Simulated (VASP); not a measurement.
Wanted: the native input for a VASP 6.6.1 run.

```
Task                   : single point
Functional             : PBE
Potentials or basis    : VASP PAW PBE potentials, release 64 (Be, Te, O)
Cutoff                 : 600 eV
k mesh                 : 3 × 3 × 4
Occupations            : gaussian, width 0.15 eV
Spin                   : no spin polarisation
Dipole correction      : no
Further INCAR settings : ALGO = Normal; EDIFF = 1e-06; NBANDS = 21
```

The structure of Be3Te2O lies in POSCAR:

```
Be3Te2O
1.0
    5.9487696160     -2.0400676582     -0.5769903473
    5.9487696160      2.0400676582     -0.5769903473
   -1.1499056399      0.0000000000      4.0964528593
Be Te O
3 2 1
Direct
    0.1192693182      0.1192693182      0.3036373061
    0.5000000000      0.5000000000      0.0000000000
    0.8807306818      0.8807306818      0.6963626939
    0.3437855090      0.3437855090      0.3380615124
    0.6562144910      0.6562144910      0.6619384876
    0.0000000000      0.0000000000      0.0000000000
```

The cell was generated, and may not be a known phase.

The input as run:

INCAR

```
SYSTEM = Be3Te2O
PREC = Accurate ; ENCUT = 600
EDIFF = 1E-6 ; ISMEAR = 0
SIGMA = 0.15 ; LREAL = .False.
LASPH = .True. ; NELM = 120
ALGO = Normal ; ISIF = 2
LWAVE = .False. ; LCHARG = .False.
GGA = PE ; NBANDS = 21
GGA_COMPAT = .False.
```

KPOINTS

```
regular mesh
0
Gamma
  3 3 4
  0 0 0
```

Potentials or basis: VASP PAW PBE potentials, release 64 (Be, Te, O).

The run is started by

```console
$ cat potpaw_PBE.64/Be/POTCAR potpaw_PBE.64/Te/POTCAR potpaw_PBE.64/O/POTCAR > POTCAR
$ mpirun -np 1 vasp_std > vasp.out
```

Results of the run:

The pressure is 0.1 GPa and the largest force is 0.013 eV/Å. The band gap on the k mesh is 0.86 eV (least direct gap 1.39 eV).

Caveat: the k points lie up to 0.55 Å⁻¹ apart; spin-orbit coupling is left out, which moves the levels of the heavy elements.

It took 44 s on 1 thread of Intel(R) Xeon(R) Platinum 8488C (Sapphire Rapids), on a shared host, peak memory 0.28 GiB.
